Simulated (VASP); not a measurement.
# Gd (P6_3/mmc) in VASP: single point with r2SCAN

Aim: the single point of Gd with r2SCAN.

Everything below comes from runs of VASP 6.6.1. Logs are shortened: lines on timing, memory, paths and dates and some standing lists are left out, and cuts for length are marked.

### Step 1. The cell of the first run

It takes space group P6_3/mmc (No. 194, hexagonal). The conventional cell has a = 3.643 Å, b = 3.643 Å, c = 5.870 Å, α = 90.00°, β = 90.00°, γ = 120.00°. Within 4.7 Å of Gd (site symmetry -6m2) lie 12 Gd at 3.61 to 3.64 Å.

### Step 2. Single point, r2SCAN, collinear spin, ferromagnetic start

Contents of POSCAR:

```
Gd
1.0
    3.6427332591      0.0000000000      0.0000000000
   -1.8213666296      3.1546995416      0.0000000000
    0.0000000000      0.0000000000      5.8701291676
Gd
2
Direct
    0.3333333333      0.6666666667      0.2500000000
    0.6666666667      0.3333333333      0.7500000000
```

Contents of INCAR.step1:

```
SYSTEM = Gd
PREC     = Accurate       ! precision mode
ENCUT    = 520            ! plane-wave cutoff, eV
ISMEAR   = 1              ! smearing method
SIGMA    = 0.05           ! smearing width, eV
LREAL    = .False.        ! projectors in reciprocal space
LASPH    = .True.         ! aspherical terms in the spheres
NELM     = 150            ! most SCF steps
ISPIN    = 2              ! spin polarisation
MAGMOM   = 7 7            ! initial moments
LMAXMIX  = 6              ! l up to which the mixer works
NBANDS   = 29             ! bands
GGA      = PE             ! functional
ALGO     = Normal         ! electronic algorithm
EDIFF    = 1E-4           ! SCF threshold, eV
LWAVE    = .True.         ! write WAVECAR
LCHARG   = .False.        ! write CHGCAR
```

Contents of INCAR.step2:

```
SYSTEM = Gd
PREC     = Accurate       ! precision mode
ENCUT    = 520            ! plane-wave cutoff, eV
EDIFF    = 1E-6           ! SCF threshold, eV
ISMEAR   = 1              ! smearing method
SIGMA    = 0.05           ! smearing width, eV
LREAL    = .False.        ! projectors in reciprocal space
LASPH    = .True.         ! aspherical terms in the spheres
NELM     = 150            ! most SCF steps
ALGO     = Normal         ! electronic algorithm
ISIF     = 2              ! what is computed and relaxed
LWAVE    = .False.        ! write WAVECAR
LCHARG   = .False.        ! write CHGCAR
ISPIN    = 2              ! spin polarisation
MAGMOM   = 7 7            ! initial moments
LORBIT   = 11             ! projections on sites
LMAXMIX  = 6              ! l up to which the mixer works
METAGGA  = R2SCAN         ! meta-GGA
LMIXTAU  = .True.       
NBANDS   = 29             ! bands
ISTART   = 1
```

Contents of KPOINTS:

```
Automatic mesh
0
Gamma
  8 8 4
  0 0 0
```

Potentials or basis: VASP PAW PBE potentials, release 64 (Gd).

Run with:

```bash
$ cat potpaw_PBE.64/Gd/POTCAR > POTCAR
$ cp INCAR.step1 INCAR
$ mpirun -np 1 vasp_std > vasp.out
$ cp INCAR.step2 INCAR
$ mpirun -np 1 vasp_std > vasp.out
```

OUTCAR:

```text
SYSTEM = Gd
   PREC = Accurate
   ENCUT = 520
   EDIFF = 1E-6
   ISMEAR = 1
   LREAL = .False.
   LASPH = .True.
   NELM = 150
   ISIF = 2
   ISPIN = 2
   LORBIT = 11
   METAGGA = R2SCAN
   ISTART = 1

 ion  position               nearest neighbor table
   1  0.333  0.667  0.250-
   2  0.667  0.333  0.750-

  LATTYP: Found a hexagonal cell.
 ALAT       =     3.6427332591
 C/A-ratio  =     1.6114628083

  Lattice vectors:

 A1 = (   3.6427332591,   0.0000000000,   0.0000000000)
 A2 = (  -1.8213666296,   3.1546995416,   0.0000000000)
 A3 = (   0.0000000000,   0.0000000000,   5.8701291676)

Analysis of symmetry for initial positions (statically):
=====================================================================
 Subroutine PRICEL returns:
 Original cell was already a primitive cell.

 Routine SETGRP: Setting up the symmetry group for a
 hexagonal supercell.

 Subroutine GETGRP returns: Found 24 space group operations
 (whereof 12 operations were pure point group operations)
 out of a pool of 24 trial point group operations.

The static configuration has the point symmetry D_3d.
 The point group associated with its full space group is D_6h.

Analysis of symmetry for dynamics (positions and initial velocities):
=====================================================================
 Subroutine PRICEL returns:
 Original cell was already a primitive cell.

 Routine SETGRP: Setting up the symmetry group for a
 hexagonal supercell.

 Subroutine GETGRP returns: Found 24 space group operations
 (whereof 12 operations were pure point group operations)
 out of a pool of 24 trial point group operations.

The dynamic configuration has the point symmetry D_3d.
 The point group associated with its full space group is D_6h.

Analysis of structural, dynamic, and magnetic symmetry:
=====================================================================
 Subroutine PRICEL returns:
 Original cell was already a primitive cell.

 Routine SETGRP: Setting up the symmetry group for a
 hexagonal supercell.

 Subroutine GETGRP returns: Found 24 space group operations
 (whereof 12 operations were pure point group operations)
 out of a pool of 24 trial point group operations.

The overall configuration has the point symmetry D_3d.
[... 118 lines left out ...]
   IMIX   =      4    mixing-type and parameters
     AMIX     =   0.40;   BMIX     =  1.00
     AMIX_MAG =   1.60;   BMIX_MAG =  1.00
  volume/ion in A,a.u.               =      33.73       227.61
  Fermi-wavevector in a.u.,A,eV,Ry     =   1.327898  2.509363 23.991324  1.763313
  Thomas-Fermi vector in A             =   2.457176
   LORBIT       =     11    0 simple, 1 ext, 2 COOP (PROOUT), +10 PAW based schemes
   METAGGA = R2SCAN    functional components
   LHFCALC =     F    Hartree Fock is set to
   AEXX    =    0.0000 exact exchange contribution
   IVDW    =     0    specifies the selected vdW correction
   LEPSILON=     F    determine dielectric tensor
   LRPA    =     F    only Hartree local field effects (RPA)
 spin polarized calculation
 Methfessel and Paxton  Order N= 1 SIGMA  =   0.05
  energy-cutoff  :      520.00
  volume of cell :       67.46
 maximum number of plane-waves:      1842
 NGX is ok and might be reduce to    28
   NGX = 13   NGY = 13   NGZ = 21

 number of electron      36.0000011 magnetization      15.8355345

 Free energy of the ion-electron system (eV)
  ---------------------------------------------------
  ext. energy  EPLUGINS =         0.00000000
  ---------------------------------------------------
  free energy    TOTEN  =       -82.19526599 eV

  energy without entropy =      -82.19523521  energy(sigma->0) =      -82.19525573

 E-fermi :   3.0380     XC(G=0): -10.5013

 val. band max:        3.0261684793   @ k =   0.0000   0.0000   0.2500
 cond. band min:       3.0683264465   @ k =   0.0000   0.0000   0.5000
 fundamental gap:      0.0421579672
 Fermi energy:         3.0379793513

 spin component 1

 k-point     1 :       0.0000    0.0000    0.0000
  band No.  band energies     occupation
      1     -44.3822      1.00000
      2     -44.3182      1.00000
      3     -21.4098      1.00000
      4     -20.8102      1.00000
      5     -20.8102      1.00000
      6     -20.7215      1.00000
[... 757 lines left out ...]
     28       3.8606     -0.00000
     29       5.4370      0.00000

 [... further k-points ...]

 spin component 2

 k-point     1 :       0.0000    0.0000    0.0000
  band No.  band energies     occupation
      1     -40.4504      1.00000
      2     -40.3698      1.00000
      3     -18.6955      1.00000
      4     -17.9611      1.00000
      5     -17.9611      1.00000
      6     -17.8768      1.00000
[... 757 lines left out ...]
     28       5.6152      0.00000
     29       6.9471      0.00000

 [... further k-points ...]

------------------------ aborting loop because EDIFF is reached ----------------------------------------

  FORCE on cell =-STRESS in cart. coord.  units (eV):
  Direction    XX          YY          ZZ          XY          YZ          ZX
  --------------------------------------------------------------------------------------
  -------------------------------------------------------------------------------------
  Total       -0.0317303     -0.0317303     -0.0465792      0.0000000     -0.0000000      0.0000000
  in kB       -0.7536193     -0.7536193     -1.1062905      0.0000000     -0.0000000      0.0000000
  external PRESSURE =      -0.8711764 kB  Pullay stress =       0.0000000 kB

 VOLUME and BASIS-vectors are now :
 -----------------------------------------------------------------------------
  energy-cutoff  :      520.00
  volume of cell :       67.46
      direct lattice vectors                 reciprocal lattice vectors
     3.642733259  0.000000000  0.000000000     0.274519140  0.158493699  0.000000000
    -1.821366630  3.154699542  0.000000000     0.000000000  0.316987398  0.000000000
     0.000000000  0.000000000  5.870129168     0.000000000  0.000000000  0.170354003

 POSITION                                       TOTAL-FORCE (eV/Angst)
 -----------------------------------------------------------------------------------
     -0.00000      2.10313      1.46753        -0.000000      0.000000      0.000000
      1.82137      1.05157      4.40260         0.000000     -0.000000      0.000000
 -----------------------------------------------------------------------------------
    total drift:                               -0.000000      0.000000     -0.000000

  FREE ENERGIE OF THE ION-ELECTRON SYSTEM (eV)
  ---------------------------------------------------
  free  energy   TOTEN  =       -82.1952659901 eV

  energy  without entropy=      -82.1952352103  energy(sigma->0) =      -82.19525573

 total charge

# of ion       s       p       d       f       tot
--------------------------------------------------
    1        2.073   5.605   0.574   6.931  15.183
    2        2.073   5.605   0.574   6.931  15.183
--------------------------------------------------
tot          4.145  11.211   1.148  13.863  30.367

 magnetization (x)

# of ion       s       p       d       f       tot
--------------------------------------------------
    1        0.005  -0.098   0.276   6.897   7.080
    2        0.005  -0.098   0.276   6.897   7.080
--------------------------------------------------
tot          0.009  -0.196   0.552  13.794  14.160
```

OUTCAR.step1:

```text
SYSTEM = Gd
   PREC = Accurate
   ENCUT = 520
   ISMEAR = 1
   LREAL = .False.
   LASPH = .True.
[... 1783 lines left out ...]
     -0.00000      2.10313      1.46753        -0.000000      0.000000      0.000000
      1.82137      1.05157      4.40260         0.000000     -0.000000      0.000000
 -----------------------------------------------------------------------------------
    total drift:                               -0.000000      0.000000     -0.000000

  FREE ENERGIE OF THE ION-ELECTRON SYSTEM (eV)
  ---------------------------------------------------
  free  energy   TOTEN  =       -23.4094645380 eV

  energy  without entropy=      -23.4085193154  energy(sigma->0) =      -23.40914946
```

It took 13 min on 1 thread of AMD EPYC 7R43 (Zen 3), shared host; peak memory 0.27 GiB.

Results:

- Free energy: -82.1953 eV
- Pressure: -0.1 GPa
- Net moment: 15.84 μB per cell
- Site moments: Gd +7.08 μB
- Valence electrons inside the program's atomic spheres: Gd 15.18

Caveat: the PAW data sets were made with another functional, which shifts forces and pressure a little; spin-orbit coupling is left out, which moves the levels of the heavy elements; semilocal functionals describe open f shells poorly, which spoils levels, moments and volumes. The state reached can hang on the start; a lower one may exist.
